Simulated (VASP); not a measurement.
# LiBeF3 (Amm2) in VASP: notebook, part 2 of 2

VASP 6.6.1. Earlier steps stand in the parts before.

## (3) Single point, PBE (12.52 Å³/atom)

This run uses another cell than the first one, of 12.52 Å³/atom.

The input, INCAR:

```
ALGO     = Normal         # electronic algorithm
EDIFF    = 1E-6           # SCF threshold, eV
ENCUT    = 520            # plane-wave cutoff, eV
GGA      = PE             # functional
ISIF     = 2              # what is computed and relaxed
ISMEAR   = 0              # smearing method
LASPH    = True           # aspherical terms in the spheres
LCHARG   = True           # write CHGCAR
LELF     = True           # ELF
LREAL    = False          # projectors in reciprocal space
LVHAR    = True         
LWAVE    = False          # write WAVECAR
NBANDS   = 21             # bands
NELM     = 80             # most SCF steps
PREC     = Accurate       # precision mode
SIGMA    = 0.02           # smearing width, eV
```

The input, KPOINTS:

```
k-points
0
Gamma
  8 6 6
```

The input, POSCAR:

```
LiBeF3
1.0
    2.7897887736      0.0000000000      0.0000000000
    0.0000000000      2.6348306170      4.2598286053
    0.0000000000     -2.6348306170      4.2598286053
Li Be F
1 1 3
Direct
    0.5000000000      0.6928658169      0.6928658169
    0.0000000000      0.0557329665      0.0557329665
    0.5000000000      0.9499013914      0.9499013914
    0.0000000000      0.9031486104      0.3978814347
    0.0000000000      0.3978814347      0.9031486104
```

Potentials or basis: VASP PAW PBE potentials, release 64 (Li_sv, Be, F).

Command:

```
> cat potpaw_PBE.64/Li_sv/POTCAR potpaw_PBE.64/Be/POTCAR potpaw_PBE.64/F/POTCAR > POTCAR
> mpirun -np 1 vasp_std > vasp.out
```

OUTCAR:

```text
EDIFF = 1E-6
   ENCUT = 520
   GGA = PE
   ISIF = 2
   ISMEAR = 0
   LASPH = True
   LREAL = False
   NELM = 80
   PREC = Accurate

 ion  position               nearest neighbor table
   1  0.500  0.693  0.693-   4 1.96   5 1.96   4 1.96   5 1.96   3 2.19
   2  0.000  0.056  0.056-   4 1.53   5 1.53   3 1.66   3 1.66
   3  0.500  0.950  0.950-   2 1.66   2 1.66   1 2.19
   4  0.000  0.903  0.398-   2 1.53   1 1.96   1 1.96
   5  0.000  0.398  0.903-   2 1.53   1 1.96   1 1.96

  LATTYP: Found a base centered orthorhombic cell.
 ALAT       =     5.2696612340
 B/A-ratio  =     1.6167371738
 C/A-ratio  =     0.5294057150

  Lattice vectors:

 A1 = (   0.0000000000,   2.6348306170,  -4.2598286053)
 A2 = (   0.0000000000,   2.6348306170,   4.2598286053)
 A3 = (   2.7897887736,   0.0000000000,   0.0000000000)

Analysis of symmetry for initial positions (statically):
=====================================================================
 Subroutine PRICEL returns:
 Original cell was already a primitive cell.

 Routine SETGRP: Setting up the symmetry group for a
 base centered orthorhombic supercell.

 Subroutine GETGRP returns: Found  4 space group operations
 (whereof  4 operations were pure point group operations)
 out of a pool of  8 trial point group operations.

The static configuration has the point symmetry C_2v.

Analysis of symmetry for dynamics (positions and initial velocities):
=====================================================================
 Subroutine PRICEL returns:
 Original cell was already a primitive cell.

 Routine SETGRP: Setting up the symmetry group for a
 base centered orthorhombic supercell.

 Subroutine GETGRP returns: Found  4 space group operations
 (whereof  4 operations were pure point group operations)
 out of a pool of  8 trial point group operations.

The dynamic configuration has the point symmetry C_2v.

[... 124 lines left out ...]
     AMIX_MAG =   1.60;   BMIX_MAG =  1.00
  volume/ion in A,a.u.               =      12.52        84.52
  Fermi-wavevector in a.u.,A,eV,Ry     =   1.221286  2.307895 20.293613  1.491538
  Thomas-Fermi vector in A             =   2.356473
   LORBIT       =      0    0 simple, 1 ext, 2 COOP (PROOUT), +10 PAW based schemes
   GGA     = PE    functional components
   LHFCALC =     F    Hartree Fock is set to
   AEXX    =    0.0000 exact exchange contribution
   IVDW    =     0    specifies the selected vdW correction
   LEPSILON=     F    determine dielectric tensor
   LRPA    =     F    only Hartree local field effects (RPA)
 non-spin polarized calculation
 Gauss-broadening in eV      SIGMA  =   0.02
  energy-cutoff  :      520.00
  volume of cell :       62.62
 maximum number of plane-waves:      1716
 NGX is ok and might be reduce to    24
   NGX = 11   NGY = 19   NGZ = 19

 number of electron      26.0000009 magnetization

 Free energy of the ion-electron system (eV)
  ---------------------------------------------------
  ext. energy  EPLUGINS =         0.00000000
  ---------------------------------------------------
  free energy    TOTEN  =       -26.77810170 eV

  energy without entropy =      -26.77810170  energy(sigma->0) =      -26.77810170

 E-fermi :  -3.3674     XC(G=0):  -7.8190

 val. band max:       -3.4754975801   @ k =   0.5000   0.5000   0.5000
 cond. band min:       3.8941264412   @ k =   0.0000   0.0000   0.0000
 fundamental gap:      7.3696240214
 Fermi energy:        -3.3674490791

 k-point     1 :       0.0000    0.0000    0.0000
  band No.  band energies     occupation
      1     -44.4261      2.00000
      2     -24.4931      2.00000
      3     -23.4220      2.00000
      4     -23.2947      2.00000
      5      -7.2546      2.00000
      6      -6.4013      2.00000
[... 565 lines left out ...]
     20      12.9508      0.00000
     21      12.9921      0.00000

 [... further k-points ...]

------------------------ aborting loop because EDIFF is reached ----------------------------------------

  FORCE on cell =-STRESS in cart. coord.  units (eV):
  Direction    XX          YY          ZZ          XY          YZ          ZX
  --------------------------------------------------------------------------------------
  -------------------------------------------------------------------------------------
  Total       -0.7495325     -0.7168824     -0.7642877      0.0000000      0.0000000      0.0000000
  in kB      -19.1758615    -18.3405503    -19.5533555      0.0000000      0.0000000      0.0000000
  external PRESSURE =     -19.0232558 kB  Pullay stress =       0.0000000 kB

 VOLUME and BASIS-vectors are now :
 -----------------------------------------------------------------------------
  energy-cutoff  :      520.00
  volume of cell :       62.62
      direct lattice vectors                 reciprocal lattice vectors
     2.789788774  0.000000000  0.000000000     0.358450077  0.000000000  0.000000000
     0.000000000  2.634830617  4.259828605     0.000000000  0.189765519  0.117375614
     0.000000000 -2.634830617  4.259828605     0.000000000 -0.189765519  0.117375614

 POSITION                                       TOTAL-FORCE (eV/Angst)
 -----------------------------------------------------------------------------------
      1.39489      0.00000      5.90298         0.000000      0.000000      0.013700
      0.00000      0.00000      0.47483         0.000000      0.000000     -0.021607
      1.39489      0.00000      8.09283         0.000000      0.000000     -0.030481
      0.00000      1.33129      5.54217         0.000000     -0.031596      0.019194
      0.00000     -1.33129      5.54217         0.000000      0.031596      0.019194
 -----------------------------------------------------------------------------------
    total drift:                                0.000000     -0.000000      0.000059

  FREE ENERGIE OF THE ION-ELECTRON SYSTEM (eV)
  ---------------------------------------------------
  free  energy   TOTEN  =       -26.7781016975 eV

  energy  without entropy=      -26.7781016975  energy(sigma->0) =      -26.77810170
```

It took 61 s on 1 thread of AMD EPYC 9R45 (Zen 5), shared host; peak memory 0.19 GiB.

Results:

```
Free energy            : -26.7781 eV
Largest force          : 0.037 eV/Å
Band gap on the k mesh : 7.37 eV (least direct gap 7.41 eV)
```

Forces on the atoms (eV/Å):
```
Li   0.000  0.000  0.014
Be   0.000  0.000 -0.022
F    0.000  0.000 -0.030
F    0.000 -0.032  0.019
F    0.000  0.032  0.019
```

Levels at points of the mesh, in eV from the valence-band top:
| k point | band 10 | band 11 | band 12 | band 13 | band 14 | band 15 | band 16 | band 17 |
| --- | --- | --- | --- | --- | --- | --- | --- | --- |
| (0.00, 0.00, 0.00) | -0.80 | -0.30 | -0.06 | -0.04 | 7.37 | 11.35 | 12.78 | 13.53 |
| (0.50, 0.00, 0.00) | -1.39 | -0.98 | -0.80 | -0.04 | 11.83 | 12.17 | 13.56 | 14.97 |
| (0.00, 0.50, 0.00) | -0.96 | -0.43 | -0.23 | -0.15 | 9.14 | 9.61 | 11.94 | 13.98 |
| (0.50, 0.50, 0.00) | -1.30 | -0.79 | -0.61 | -0.53 | 12.27 | 12.30 | 13.52 | 13.66 |
| (0.00, 0.50, 0.50) | -1.14 | -0.35 | -0.16 | -0.05 | 9.12 | 10.56 | 12.28 | 12.59 |
| (0.50, 0.50, 0.50) | -1.08 | -0.74 | -0.72 | 0.00 | 11.79 | 12.60 | 12.75 | 13.85 |

Caveat: the cutoff is under 1.25 times the usual one of these potentials, so pressure, stress and relaxed cells hold a basis-set (Pulay) error. A k mesh can miss the band edges.

## (4) Single point, PBE (13.00 Å³/atom)

This run uses another cell than the first one, of 13.00 Å³/atom.

The input, INCAR:

```
SYSTEM = LiBeF3
PREC = Accurate ; ENCUT = 520
EDIFF = 1E-6 ; ISMEAR = 0
SIGMA = 0.02 ; LREAL = .False.
LASPH = .True. ; NELM = 100
ALGO = Normal ; ISIF = 2
LWAVE = .False. ; LCHARG = .False.
GGA = PE ; NBANDS = 21
```

The input, KPOINTS:

```
Automatic mesh
0
Gamma
  8 6 6
  0 0 0
```

The input, POSCAR:

```
LiBeF3
1.0
    2.7932412239      0.0000000000      0.0000000000
    0.0000000000      2.6405129853      4.4056117178
    0.0000000000     -2.6405129853      4.4056117178
Li Be F
1 1 3
Direct
    0.5000000000      0.6876065451      0.6876065451
    0.0000000000      0.0571406664      0.0571406664
    0.5000000000      0.9557088997      0.9557088997
    0.0000000000      0.9022103723      0.3968637364
    0.0000000000      0.3968637364      0.9022103723
```

Potentials or basis: VASP PAW PBE potentials, release 64 (Li_sv, Be, F).

Command:

```
> cat potpaw_PBE.64/Li_sv/POTCAR potpaw_PBE.64/Be/POTCAR potpaw_PBE.64/F/POTCAR > POTCAR
> mpirun -np 1 vasp_std > vasp.out
```

OUTCAR:

```text
SYSTEM = LiBeF3
   PREC = Accurate
   ENCUT = 520
   EDIFF = 1E-6
   ISMEAR = 0
   LREAL = .False.
   LASPH = .True.
   NELM = 100
   ISIF = 2
   GGA = PE

 ion  position               nearest neighbor table
   1  0.500  0.688  0.688-   4 1.96   5 1.96   4 1.96   5 1.96
   2  0.000  0.057  0.057-   4 1.54   5 1.54   3 1.66   3 1.66
   3  0.500  0.956  0.956-   2 1.66   2 1.66
   4  0.000  0.902  0.397-   2 1.54   1 1.96   1 1.96
   5  0.000  0.397  0.902-   2 1.54   1 1.96   1 1.96

  LATTYP: Found a base centered orthorhombic cell.
 ALAT       =     5.2810259706
 B/A-ratio  =     1.6684681129
 C/A-ratio  =     0.5289201832

  Lattice vectors:

 A1 = (   0.0000000000,   2.6405129853,  -4.4056117178)
 A2 = (   0.0000000000,   2.6405129853,   4.4056117178)
 A3 = (   2.7932412239,   0.0000000000,   0.0000000000)

Analysis of symmetry for initial positions (statically):
=====================================================================
 Subroutine PRICEL returns:
 Original cell was already a primitive cell.

 Routine SETGRP: Setting up the symmetry group for a
 base centered orthorhombic supercell.

 Subroutine GETGRP returns: Found  4 space group operations
 (whereof  4 operations were pure point group operations)
 out of a pool of  8 trial point group operations.

The static configuration has the point symmetry C_2v.

Analysis of symmetry for dynamics (positions and initial velocities):
=====================================================================
 Subroutine PRICEL returns:
 Original cell was already a primitive cell.

 Routine SETGRP: Setting up the symmetry group for a
 base centered orthorhombic supercell.

 Subroutine GETGRP returns: Found  4 space group operations
 (whereof  4 operations were pure point group operations)
[... 125 lines left out ...]
   IALGO  =     38    algorithm
   IMIX   =      4    mixing-type and parameters
     AMIX     =   0.40;   BMIX     =  1.00
     AMIX_MAG =   1.60;   BMIX_MAG =  1.00
  volume/ion in A,a.u.               =      13.00        87.71
  Fermi-wavevector in a.u.,A,eV,Ry     =   1.206299  2.279575 19.798616  1.455157
  Thomas-Fermi vector in A             =   2.341970
   LORBIT       =      0    0 simple, 1 ext, 2 COOP (PROOUT), +10 PAW based schemes
   GGA     = PE    functional components
   LHFCALC =     F    Hartree Fock is set to
   AEXX    =    0.0000 exact exchange contribution
   IVDW    =     0    specifies the selected vdW correction
   LEPSILON=     F    determine dielectric tensor
   LRPA    =     F    only Hartree local field effects (RPA)
 non-spin polarized calculation
 Gauss-broadening in eV      SIGMA  =   0.02
  energy-cutoff  :      520.00
  volume of cell :       64.99
 maximum number of plane-waves:      1766
 NGX is ok and might be reduce to    24
   NGX = 11   NGY = 19   NGZ = 19

 number of electron      26.0000013 magnetization

 Free energy of the ion-electron system (eV)
  ---------------------------------------------------
  ext. energy  EPLUGINS =         0.00000000
  ---------------------------------------------------
  free energy    TOTEN  =       -26.74745916 eV

  energy without entropy =      -26.74745916  energy(sigma->0) =      -26.74745916

 E-fermi :  -3.5738     XC(G=0):  -7.6469

 val. band max:       -3.6705743273   @ k =   0.5000   0.5000   0.5000
 cond. band min:       3.6250971805   @ k =   0.0000   0.0000   0.0000
 fundamental gap:      7.2956715078
 Fermi energy:        -3.5738001967

 k-point     1 :       0.0000    0.0000    0.0000
  band No.  band energies     occupation
      1     -44.6975      2.00000
      2     -24.5722      2.00000
      3     -23.5834      2.00000
      4     -23.4693      2.00000
      5      -7.3530      2.00000
      6      -6.4956      2.00000
[... 565 lines left out ...]
     20      12.6062      0.00000
     21      12.6386      0.00000

 [... further k-points ...]

------------------------ aborting loop because EDIFF is reached ----------------------------------------

  FORCE on cell =-STRESS in cart. coord.  units (eV):
  Direction    XX          YY          ZZ          XY          YZ          ZX
  --------------------------------------------------------------------------------------
  -------------------------------------------------------------------------------------
  Total       -0.9327012     -0.9001063     -0.9543977      0.0000000      0.0000000      0.0000000
  in kB      -22.9942976    -22.1907209    -23.5291913      0.0000000      0.0000000      0.0000000
  external PRESSURE =     -22.9047366 kB  Pullay stress =       0.0000000 kB

 VOLUME and BASIS-vectors are now :
 -----------------------------------------------------------------------------
  energy-cutoff  :      520.00
  volume of cell :       64.99
      direct lattice vectors                 reciprocal lattice vectors
     2.793241224  0.000000000  0.000000000     0.358007032  0.000000000  0.000000000
     0.000000000  2.640512985  4.405611718     0.000000000  0.189357145  0.113491618
     0.000000000 -2.640512985  4.405611718     0.000000000 -0.189357145  0.113491618

 POSITION                                       TOTAL-FORCE (eV/Angst)
 -----------------------------------------------------------------------------------
      1.39662      0.00000      6.05865         0.000000      0.000000      0.013720
      0.00000      0.00000      0.50348         0.000000      0.000000     -0.026949
      1.39662      0.00000      8.42096         0.000000      0.000000     -0.022075
      0.00000      1.33437      5.72322         0.000000     -0.037155      0.017651
      0.00000     -1.33437      5.72322         0.000000      0.037155      0.017651
 -----------------------------------------------------------------------------------
    total drift:                                0.000000     -0.000000     -0.000716

  FREE ENERGIE OF THE ION-ELECTRON SYSTEM (eV)
  ---------------------------------------------------
  free  energy   TOTEN  =       -26.7474591588 eV

  energy  without entropy=      -26.7474591588  energy(sigma->0) =      -26.74745916
```

OSZICAR:

```text
N       E                     dE             d eps       ncg     rms          rms(c)
DAV:   1     0.166474596554E+03    0.16647E+03   -0.13896E+04  2730   0.120E+03
DAV:   2    -0.163015081741E+02   -0.18278E+03   -0.17724E+03  3162   0.309E+02
DAV:   3    -0.284478695511E+02   -0.12146E+02   -0.12100E+02  4693   0.726E+01
DAV:   4    -0.286553958792E+02   -0.20753E+00   -0.20689E+00  3715   0.771E+00
DAV:   5    -0.286609719700E+02   -0.55761E-02   -0.55756E-02  3608   0.109E+00    0.833E+00
DAV:   6    -0.267667047015E+02    0.18943E+01   -0.60089E+00  3210   0.181E+01    0.268E+00
DAV:   7    -0.267443754132E+02    0.22329E-01   -0.19459E-01  3367   0.326E+00    0.175E+00
DAV:   8    -0.267441238116E+02    0.25160E-03   -0.77591E-02  3239   0.258E+00    0.354E-01
DAV:   9    -0.267448761030E+02   -0.75229E-03   -0.97352E-03  3316   0.837E-01    0.165E-01
DAV:  10    -0.267476839290E+02   -0.28078E-02   -0.31527E-03  2870   0.420E-01    0.113E-01
DAV:  11    -0.267474644288E+02    0.21950E-03   -0.81951E-04  3273   0.224E-01    0.182E-02
DAV:  12    -0.267474583110E+02    0.61178E-05   -0.61449E-05  3005   0.637E-02    0.773E-03
DAV:  13    -0.267474591588E+02   -0.84786E-06   -0.39419E-06  3300   0.186E-02
   1 F= -.26747459E+02 E0= -.26747459E+02  d E =-.284618E-14
```

It took 59 s on 1 thread of AMD EPYC 9R45 (Zen 5), shared host; peak memory 0.19 GiB.

Results:

```yaml
Free_energy: -26.7475 eV
Largest_force: 0.041 eV/Å
Band_gap_on_the_k_mesh: 7.30 eV (least direct gap 7.33 eV)
```

Forces in eV/Å, atoms in the order of the input:
```
Li   0.000  0.000  0.014
Be   0.000  0.000 -0.027
F    0.000  0.000 -0.022
F    0.000 -0.037  0.018
F    0.000  0.037  0.018
```

Caveat: the cutoff is under 1.25 times the usual one of these potentials, so pressure, stress and relaxed cells hold a basis-set (Pulay) error. A k mesh can miss the band edges.

## (5) The runs side by side

| cell | gap on the mesh (eV) | largest force (eV/Å) |
| --- | --- | --- |
| a = 2.782, b = 4.922, c = 4.922 Å, angles 64.5, 90.0, 90.0°, 5 atoms, atomic positions A | 7.44 | 0.04 |
| a = 2.790, b = 5.009, c = 5.009 Å, angles 63.5, 90.0, 90.0°, 5 atoms, atomic positions B | 7.37 | 0.04 |
| a = 2.793, b = 5.136, c = 5.136 Å, angles 61.9, 90.0, 90.0°, 5 atoms, atomic positions C | 7.30 | 0.04 |

Alike in all rows: task single point; level PBE; potentials or basis VASP PAW PBE potentials, release 64 (Li_sv, Be, F); no spin polarisation; k mesh 8 × 6 × 6; cutoff (eV) 520; smearing gaussian 0.02 eV.

Caveats: the cutoff is under 1.25 times the usual one of these potentials, so pressure, stress and relaxed cells hold a basis-set (Pulay) error.

Total energies depend on the potentials used, so only differences within one code and one set of settings carry meaning.
